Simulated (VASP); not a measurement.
The system is TePb.

```
CELL_PARAMETERS angstrom
0.00000 3.66542 3.66542
3.66542 0.00000 3.66542
3.66542 3.66542 0.00000
ATOMIC_POSITIONS crystal
Pb 0.00000 0.00000 0.00000
Te 0.25000 0.25000 0.25000
```

| Property | Result |
| --- | --- |
| Program | VASP 6.6.1 |
| Task | relaxation of cell and atoms |
| Functional | PBEsol |
| Potentials or basis | VASP PAW PBE potentials, release 64 (Pb_d, Te) |
| Cutoff | 600 eV |
| k mesh | 6 × 6 × 6 |
| Occupations | fermi-dirac, width 0.02 eV |
| Spin | no spin polarisation |

At the start: pressure -1.3 GPa; volume 49.25 Å³/atom.

Question: Where does the relaxation end?

Answer: Over 3 steps the energy falls by 10.1 meV/atom and the volume is 46.79 Å³/atom (-5.0 %); space group F-43m (No. 216, to 0.05 Å).

The path:
```csv
step,energy change (eV),largest force (eV/Å),pressure (GPa),volume (Å³)
1,0.0000,0.0000,-1.27,98.49
2,-0.0200,0.0000,0.16,93.05
3,-0.0203,0.0000,0.00,93.57
```

Final structure:
```cif
data_structure
_symmetry_space_group_name_H-M 'P 1'
_symmetry_Int_Tables_number 1
_cell_length_a 5.0959
_cell_length_b 5.0959
_cell_length_c 5.0959
_cell_angle_alpha 60.000
_cell_angle_beta 60.000
_cell_angle_gamma 60.000
_cell_volume 93.57
loop_
_atom_site_label
_atom_site_type_symbol
_atom_site_fract_x
_atom_site_fract_y
_atom_site_fract_z
_atom_site_occupancy
Pb1 Pb 0.00000 0.00000 0.00000 1
Te1 Te 0.25000 0.25000 0.25000 1
```

Caveat: the PAW data sets were made with another functional, which shifts forces and pressure a little.
